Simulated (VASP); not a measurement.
# LiSi8O16 (a cell with a defect) in VASP: a series of runs

The runs below take LiSi8O16 (a cell with a defect) through single point, with PBE.

All numbers are computed with VASP 6.6.1; they aren't measurements. Logs are shortened: lines on timing, memory, paths and dates and some standing lists are left out, and cuts for length are marked.

## (1) The cell of the first run

The cell holds a defect, 25 atoms: a = 5.846 Å, b = 5.846 Å, c = 5.303 Å, α = 90.00°, β = 90.00°, γ = 90.00°.

## (2) Single point, PBE

File INCAR:

```
SYSTEM = LiSi8O16
  PREC = Accurate
  ENCUT = 520
  EDIFF = 1E-6
  ISMEAR = 0
  SIGMA = 0.02
  LREAL = Auto
  LASPH = .TRUE.
  NELM = 100
  ALGO = Normal
  ISIF = 2
  LWAVE = .FALSE.
  LCHARG = .TRUE.
  GGA = PE
  LELF = .TRUE.
  LVHAR = .TRUE.
  NBANDS = 84
  NELECT = 130.0
```

File KPOINTS:

```
Automatic mesh
0
G
  2 2 2
  0 0 0
```

File POSCAR:

```
LiSi8O16
1.0
   -4.1337000000     -4.1337000000      0.0000000000
    4.1337000000     -4.1337000000      0.0000000000
    0.0000000000      0.0000000000      5.3034000000
Si O Li
8 16 1
Direct
    0.4979992501      0.4953619034      0.0053678772
   -0.0001808307      0.5035993178      0.2517469925
    0.5146350727      0.5157563442      0.5026833729
   -0.0054209304      0.5089862593      0.7587253460
    0.0027291531      0.0050655587      0.0053676887
    0.5009092339     -0.0031718557      0.2517469925
   -0.0139064277     -0.0153291240      0.5026833729
    0.5061494545     -0.0085589182      0.7587253460
    0.1947810678      0.5027840675      0.0029697930
    0.0115301062      0.1960021288      0.2633627484
    0.8023492271      0.4882683794      0.0061664215
   -0.0076394030      0.8043336478      0.2483201343
    0.1958148874      0.5271480756      0.5054070973
    0.0063835063      0.1967887123      0.7478025418
    0.8077798340      0.5005925684      0.5036691556
   -0.0104257687      0.8063744345      0.7599973602
    0.6983792970      0.0121592036      0.0061666101
    0.5083678061      0.6960938143      0.2483201343
    0.3059474563     -0.0023564845      0.0029697930
    0.4891985388      0.3044253332      0.2633627484
    0.6929486900     -0.0001647435      0.5036691556
    0.5111541718      0.6940530276      0.7599973602
    0.3049136367     -0.0267207345      0.5054072859
    0.4943448968      0.3036387498      0.7478025418
    0.2503640806      0.2502136101      0.5486135309
```

Potentials or basis: VASP PAW PBE potentials, release 64 (Si, O, Li_sv).

Launch:

```console
cat potpaw_PBE.64/Si/POTCAR potpaw_PBE.64/O/POTCAR potpaw_PBE.64/Li_sv/POTCAR > POTCAR
mpirun -np 1 vasp_std > vasp.out
```

OUTCAR:

```text
SYSTEM = LiSi8O16
   PREC = Accurate
   ENCUT = 520
   EDIFF = 1E-6
   ISMEAR = 0
   LREAL = Auto
   LASPH = .TRUE.
   NELM = 100
   ISIF = 2
   GGA = PE
   NELECT = 130.0

 ion  position               nearest neighbor table
   1  0.498  0.495  0.005-  18 1.74  22 1.75  20 1.77  24 1.77   9 1.77  11 1.78   3 2.64   3 2.67

   2  1.000  0.504  0.252-  11 1.74   9 1.74  15 1.75  12 1.76  13 1.77  10 1.80  25 2.61   4 2.62
                             4 2.69   7 3.11   3 3.13
   3  0.515  0.516  0.503-  18 1.71  15 1.72  22 1.72  20 1.78  24 1.80  13 1.87  25 2.20   1 2.64
                             1 2.67   8 3.10   6 3.11   4 3.12   2 3.13
   4  0.995  0.509  0.759-  11 1.73  16 1.74  15 1.74   9 1.75  13 1.79  14 1.83  25 2.40   2 2.62
                             2 2.69   7 3.10   3 3.12
   5  0.003  0.005  0.005-  12 1.74  16 1.75  10 1.77  14 1.77  19 1.77  17 1.78   7 2.64   7 2.67

   6  0.501  0.997  0.252-  17 1.74  19 1.74  21 1.75  18 1.76  23 1.77  20 1.80  25 2.61   8 2.62
                             8 2.69   3 3.11   7 3.13
   7  0.986  0.985  0.503-  12 1.71  21 1.72  16 1.72  10 1.78  14 1.80  23 1.87  25 2.20   5 2.64
                             5 2.67   4 3.10   2 3.11   8 3.12   6 3.13
   8  0.506  0.991  0.759-  17 1.73  22 1.74  21 1.74  19 1.75  23 1.79  24 1.83  25 2.40   6 2.62
                             6 2.69   3 3.10   7 3.12
   9  0.195  0.503  0.003-   2 1.74   4 1.75   1 1.77
  10  0.012  0.196  0.263-   5 1.77   7 1.78   2 1.80  25 2.08
  11  0.802  0.488  0.006-   4 1.73   2 1.74   1 1.78
  12  0.992  0.804  0.248-   7 1.71   5 1.74   2 1.76
  13  0.196  0.527  0.505-  25 1.67   2 1.77   4 1.79   3 1.87
  14  0.006  0.197  0.748-   5 1.77   7 1.80  25 1.80   4 1.83
  15  0.808  0.501  0.504-   3 1.72   4 1.74   2 1.75
  16  0.990  0.806  0.760-   7 1.72   4 1.74   5 1.75
  17  0.698  0.012  0.006-   8 1.73   6 1.74   5 1.78
  18  0.508  0.696  0.248-   3 1.71   1 1.74   6 1.76
  19  0.306  0.998  0.003-   6 1.74   8 1.75   5 1.77
  20  0.489  0.304  0.263-   1 1.77   3 1.78   6 1.80  25 2.08
  21  0.693  1.000  0.504-   7 1.72   8 1.74   6 1.75
  22  0.511  0.694  0.760-   3 1.72   8 1.74   1 1.75
  23  0.305  0.973  0.505-  25 1.67   6 1.77   8 1.79   7 1.87
  24  0.494  0.304  0.748-   1 1.77   3 1.80  25 1.80   8 1.83
  25  0.250  0.250  0.549-  23 1.67  13 1.67  14 1.80  24 1.80  10 2.08  20 2.08   7 2.20   3 2.20
                             4 2.40   8 2.40   6 2.61   2 2.61

  LATTYP: Found a simple tetragonal cell.
 ALAT       =     5.8459346028
 C/A-ratio  =     0.9071945481

  Lattice vectors:

 A1 = (  -4.1337000000,  -4.1337000000,   0.0000000000)
 A2 = (   4.1337000000,  -4.1337000000,   0.0000000000)
 A3 = (   0.0000000000,   0.0000000000,   5.3034000000)

Analysis of symmetry for initial positions (statically):
=====================================================================
 Subroutine PRICEL returns:
 Original cell was already a primitive cell.

 Routine SETGRP: Setting up the symmetry group for a
 simple tetragonal supercell.

 Subroutine GETGRP returns: Found  2 space group operations
 (whereof  1 operations were pure point group operations)
 out of a pool of 16 trial point group operations.

The static configuration has the point symmetry C_1 .
 The point group associated with its full space group is C_2 .

Analysis of symmetry for dynamics (positions and initial velocities):
=====================================================================
 Subroutine PRICEL returns:
 Original cell was already a primitive cell.

 Routine SETGRP: Setting up the symmetry group for a
 simple tetragonal supercell.

 Subroutine GETGRP returns: Found  2 space group operations
 (whereof  1 operations were pure point group operations)
 out of a pool of 16 trial point group operations.

The dynamic configuration has the point symmetry C_1 .
 The point group associated with its full space group is C_2 .

 Subroutine INISYM returns: Found  2 space group operations
 (whereof  1 operations are pure point group operations),
 and found     1 'primitive' translations

----------------------------------------------------------------------------------------

                                     Primitive cell

  volume of cell :     181.2434

  direct lattice vectors                    reciprocal lattice vectors
    -4.133700000 -4.133700000  0.000000000    -0.120957012 -0.120957012  0.000000000
     4.133700000 -4.133700000  0.000000000     0.120957012 -0.120957012  0.000000000
     0.000000000  0.000000000  5.303400000     0.000000000  0.000000000  0.188558283

  length of vectors
     5.845934603  5.845934603  5.303400000     0.171059047  0.171059047  0.188558283

  position of ions in fractional coordinates (direct lattice)
     0.497999250  0.495361903  0.005367877
     0.999819169  0.503599318  0.251746993
     0.514635073  0.515756344  0.502683373
     0.994579070  0.508986259  0.758725346
     0.002729153  0.005065559  0.005367689
     0.500909234  0.996828144  0.251746993
[... 17 lines left out ...]
     0.494344897  0.303638750  0.747802542
     0.250364081  0.250213610  0.548613531

  ion indices of the primitive-cell ions
   primitive index   ion index
                 1           1
                 2           2
                 3           3
                 4           4
                 5           5
                 6           6
[... 17 lines left out ...]
                24          24
                25          25

----------------------------------------------------------------------------------------

 KPOINTS: Automatic mesh

Automatic generation of k-mesh.
 Grid dimensions read from file:
 generate k-points for:    2    2    2

 Generating k-lattice:

  Cartesian coordinates                     Fractional coordinates (reciprocal lattice)
    -0.060478506 -0.060478506  0.000000000     0.500000000  0.000000000  0.000000000
     0.060478506 -0.060478506  0.000000000     0.000000000  0.500000000  0.000000000
     0.000000000  0.000000000  0.094279142     0.000000000  0.000000000  0.500000000

  Length of vectors
     0.085529523  0.085529523  0.094279142

  Shift w.r.t. Gamma in fractional coordinates (k-lattice)
     0.000000000  0.000000000  0.000000000

 Subroutine IBZKPT returns following result:
 ===========================================

 Found      8 irreducible k-points:

 Following reciprocal coordinates:
            Coordinates               Weight
  0.000000  0.000000  0.000000      1.000000
  0.500000  0.000000  0.000000      1.000000
  0.000000  0.500000  0.000000      1.000000
  0.500000  0.500000  0.000000      1.000000
  0.000000  0.000000  0.500000      1.000000
  0.500000  0.000000  0.500000      1.000000
  0.000000  0.500000  0.500000      1.000000
  0.500000  0.500000  0.500000      1.000000
   k-points           NKPTS =      8   k-points in BZ     NKDIM =      8   number of bands    NBANDS=     84
   number of dos      NEDOS =    301   number of ions     NIONS =     25
   total plane-waves  NPLWV =  92160
   dimension x,y,z NGX =    48 NGY =   48 NGZ =   40
   dimension x,y,z NGXF=    96 NGYF=   96 NGZF=   80
   ions per type =               8  16   1
   NGX,Y,Z   is equivalent  to a cutoff of  13.65, 13.65, 12.54 a.u.
   NGXF,Y,Z  is equivalent  to a cutoff of  27.30, 27.30, 25.08 a.u.
 SYSTEM =  LiSi8O16
   PREC   = accura    normal or accurate (medium, high low for compatibility)
   ISTART =      0    job   : 0-new  1-cont  2-samecut
   ICHARG =      2    charge: 1-file 2-atom 10-const
   ISPIN  =      1    spin polarized calculation?
   LNONCOLLINEAR =      F non collinear calculations
   LSORBIT =      F    spin-orbit coupling
   LASPH  =      T    aspherical Exc in radial PAW
   ENCUT  =  520.0 eV  38.22 Ry    6.18 a.u.  10.87 10.87  9.86*2*pi/ulx,y,z
   NELM   =    100;   NELMIN=  2; NELMDL= -5     # of ELM steps
   EDIFF  = 0.1E-05   stopping-criterion for ELM
   LREAL  =      T    real-space projection
   EDIFFG = 0.1E-04   stopping-criterion for IOM
   NSW    =      0    number of steps for IOM
   IBRION =     -1    ionic relax: 0-MD 1-quasi-New 2-CG
   NFREE  =      0    steps in history (QN), initial steepest desc. (CG)
   ISIF   =      2    stress and relaxation
   ISYM   =      2    0-nonsym 1-usesym 2-fastsym
   POTIM  = 0.5000    time-step for ionic-motion
   TEBEG  =    0.0;   TEEND  =   0.0 temperature during run
   PSTRESS=    0.0 pullay stress
   NELECT =     130.0000    total number of electrons
   NUPDOWN=      -1.0000    fix difference up-down
   EMIN   =  10.00;   EMAX   =-10.00  energy-range for DOS
   EFERMI =   0.00;   METHOD = LEGACY
   ISMEAR =     0;   SIGMA  =   0.02  broadening in eV -4-tet -1-fermi 0-gaus
   EFERMI_NEDOS =   21; number of points for ismear=-14 and -15
   IALGO  =     38    algorithm
   IMIX   =      4    mixing-type and parameters
     AMIX     =   0.40;   BMIX     =  1.00
     AMIX_MAG =   1.60;   BMIX_MAG =  1.00
  volume/ion in A,a.u.               =       7.25        48.92
  Fermi-wavevector in a.u.,A,eV,Ry     =   1.465442  2.769283 29.218771  2.147519
  Thomas-Fermi vector in A             =   2.581298
   LORBIT       =      0    0 simple, 1 ext, 2 COOP (PROOUT), +10 PAW based schemes
   GGA     = PE    functional components
   LHFCALC =     F    Hartree Fock is set to
   AEXX    =    0.0000 exact exchange contribution
   IVDW    =     0    specifies the selected vdW correction
   LEPSILON=     F    determine dielectric tensor
   LRPA    =     F    only Hartree local field effects (RPA)
 non-spin polarized calculation
 Gauss-broadening in eV      SIGMA  =   0.02
  energy-cutoff  :      520.00
  volume of cell :      181.24
 maximum number of plane-waves:      4912
 NGX is ok and might be reduce to    48
   NGX = 21   NGY = 21   NGZ = 19

 number of electron     129.9999986 magnetization

 Free energy of the ion-electron system (eV)
  ---------------------------------------------------
  ext. energy  EPLUGINS =         0.00000000
  ---------------------------------------------------
  free energy    TOTEN  =      -196.21165272 eV

  energy without entropy =     -196.21165272  energy(sigma->0) =     -196.21165272

 E-fermi :   8.9603     XC(G=0): -12.4950

 val. band max:        8.7647860294   @ k =   0.0000   0.0000   0.0000
 cond. band min:      14.8766255867   @ k =   0.0000   0.0000   0.0000
 fundamental gap:      6.1118395573
 Fermi energy:         8.9602880202

 k-point     1 :       0.0000    0.0000    0.0000
  band No.  band energies     occupation
      1     -34.7481      2.00000
      2     -13.9302      2.00000
      3     -12.1477      2.00000
      4     -12.1262      2.00000
      5     -11.2066      2.00000
      6     -11.1834      2.00000
[... 69 lines left out ...]
     76      19.0272      0.00000
     77      19.1523      0.00000

 k-point     2 :       0.5000    0.0000    0.0000
  band No.  band energies     occupation
      1     -34.7480      2.00000
      2     -13.3681      2.00000
      3     -13.2155      2.00000
      4     -11.5641      2.00000
      5     -11.4519      2.00000
      6     -11.0137      2.00000
[... 69 lines left out ...]
     76      18.2793      0.00000
     77      18.4786      0.00000
[... 398 lines left out ...]
     76      19.6568      0.00000
     77      19.9847      0.00000

 k-point     8 :       0.5000    0.5000    0.5000
  band No.  band energies     occupation
      1     -34.7481      2.00000
      2     -12.2007      2.00000
      3     -12.1025      2.00000
      4     -12.0502      2.00000
      5     -12.0068      2.00000
      6     -11.9519      2.00000
[... 69 lines left out ...]
     76      19.5065      0.00000
     77      19.5378      0.00000
 [bands above 77 left out]

------------------------ aborting loop because EDIFF is reached ----------------------------------------

  FORCE on cell =-STRESS in cart. coord.  units (eV):
  Direction    XX          YY          ZZ          XY          YZ          ZX
  --------------------------------------------------------------------------------------
  -------------------------------------------------------------------------------------
  Total       22.0347744     15.4224288     14.4206821     -2.6125802      0.0000000      0.0000000
  in kB      194.7856242    136.3330236    127.4776633    -23.0949981      0.0000000      0.0000000
  external PRESSURE =     152.8654370 kB  Pullay stress =       0.0000000 kB

 VOLUME and BASIS-vectors are now :
 -----------------------------------------------------------------------------
  energy-cutoff  :      520.00
  volume of cell :      181.24
      direct lattice vectors                 reciprocal lattice vectors
    -4.133700000 -4.133700000  0.000000000    -0.120957012 -0.120957012  0.000000000
     4.133700000 -4.133700000  0.000000000     0.120957012 -0.120957012  0.000000000
     0.000000000  0.000000000  5.303400000     0.000000000  0.000000000  0.188558283

 POSITION                                       TOTAL-FORCE (eV/Angst)
 -----------------------------------------------------------------------------------
     -0.01090     -4.10626      0.02847        -0.013228      0.006979     -0.000562
     -2.05122     -6.21468      1.33512         0.023021     -0.012537      0.013518
      0.00463     -4.25933      2.66593         0.022992     -0.021229      0.012143
     -2.00729     -6.21529      4.02382        -0.011166      0.004908      0.006452
      0.00966     -0.03222      0.02847         0.013228     -0.006979     -0.000562
      2.04998     -6.19120      1.33512        -0.023021      0.012537      0.013518
[... 17 lines left out ...]
     -0.78832     -3.29862      3.96590         0.027331      0.038837      0.011920
     -0.00062     -2.06924      2.90952        -0.000000      0.000000     -0.254698
 -----------------------------------------------------------------------------------
    total drift:                                0.000682      0.023929      0.027454

  FREE ENERGIE OF THE ION-ELECTRON SYSTEM (eV)
  ---------------------------------------------------
  free  energy   TOTEN  =      -196.2116527180 eV

  energy  without entropy=     -196.2116527180  energy(sigma->0) =     -196.21165272
```

It took 3.8 min on 1 thread of Intel Xeon Platinum 8124M at 3.00GHz (Skylake/Cascade Lake), shared host; peak memory 0.32 GiB.

Results:

```yaml
Free_energy: -196.2117 eV
Largest_force: 0.255 eV/Å
```

Forces on the atoms (eV/Å):
```
Si  -0.013  0.007 -0.001
Si   0.023 -0.013  0.014
Si   0.023 -0.021  0.012
Si  -0.011  0.005  0.006
Si   0.013 -0.007 -0.001
Si  -0.023  0.013  0.014
Si  -0.023  0.021  0.012
Si   0.011 -0.005  0.006
O    0.007 -0.029  0.023
O   -0.015 -0.027  0.019
O   -0.016  0.041  0.010
O    0.024  0.031 -0.005
O    0.082 -0.077 -0.003
O   -0.027 -0.039  0.012
O   -0.018  0.023  0.013
O   -0.003  0.024  0.027
O    0.016 -0.041  0.010
O   -0.024 -0.031 -0.005
O   -0.007  0.029  0.023
O    0.015  0.027  0.019
O    0.018 -0.023  0.013
O    0.003 -0.024  0.027
O   -0.082  0.077 -0.003
O    0.027  0.039  0.012
Li   0.000  0.000 -0.255
```

Levels at points of the mesh, in eV from the Fermi level:
```
           k point  band 61  band 62  band 63  band 64  band 65  band 66  band 67  band 68  band 69  band 70
(0.00, 0.00, 0.00)    -1.76    -1.75    -1.07    -0.97    -0.20     5.92     6.68     7.25     7.36     7.44
(0.50, 0.00, 0.00)    -2.01    -1.63    -1.55    -1.06    -0.98     6.99     7.02     7.63     7.72     8.18
(0.00, 0.50, 0.00)    -2.05    -1.71    -1.52    -1.05    -0.93     6.80     6.91     7.67     7.81     8.12
(0.50, 0.50, 0.00)    -1.77    -1.37    -1.32    -1.11    -1.02     7.58     7.71     8.05     8.07     8.67
(0.00, 0.00, 0.50)    -1.71    -1.59    -1.56    -1.11    -0.94     7.62     7.78     8.17     8.29     8.35
(0.50, 0.00, 0.50)    -1.66    -1.23    -1.14    -1.05    -1.01     7.99     8.13     8.15     8.23     9.04
(0.00, 0.50, 0.50)    -1.70    -1.24    -1.23    -1.11    -0.90     7.87     8.06     8.08     8.22     9.16
(0.50, 0.50, 0.50)    -1.64    -1.57    -1.51    -1.44    -1.37     8.80     8.96     9.19     9.19     9.36
```

Caveat: the k points lie up to 0.59 Å⁻¹ apart; the cell carries a net charge on a neutralising background, which shifts energy and pressure; the cell is charged against a uniform background, so pressure and absolute levels hang on convention; the cutoff is under 1.25 times the usual one of these potentials, so pressure, stress and relaxed cells hold a basis-set (Pulay) error.

(Part 1 of 2 ends here.)
